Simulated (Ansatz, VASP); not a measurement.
ZnInO in VASP and in Ansatz

```xyz
3
Lattice="4.0129 0.0000 0.0000 -2.0065 3.4753 0.0000 0.0000 0.0000 3.5417" Properties=species:S:1:pos:R:3 pbc="T T T"
Zn    2.0065    1.1584    1.7708
In    0.0000    0.0000    1.7708
O     0.0000    2.3169    0.0000
```

Change from the starting cell: species swapped into the TbCuGe type (P-6m2, No. 187).

Alike in both runs: task single point; functional PBE; k mesh 6 × 6 × 6; occupations gaussian, width 0.1 eV; no spin polarisation.

|  | VASP | Ansatz |
| --- | --- | --- |
| version | VASP 6.6.1 | Ansatz 0.2.0 |
| potentials or method | VASP PAW PBE potentials, release 64 (Zn, In_d, O), cutoff 600 eV | scalar-relativistic, plane waves, PAW |
| valence electrons in the cell | 31 | 31 |

|  | VASP | Ansatz | Ansatz less VASP |
| --- | --- | --- | --- |
| gap on the k mesh at the Fermi level (eV) | none | none | - |
| pressure (GPa) | 14.3 | 14.2 | -0.13 |
| traceless stress, the component that is largest in VASP (GPa) | -19.00 | -18.79 | +0.209 |

A gap of «none» marks a metal or a gap that the smearing closes. With one functional, cell and mesh, what is left measures potentials, basis and numerics.
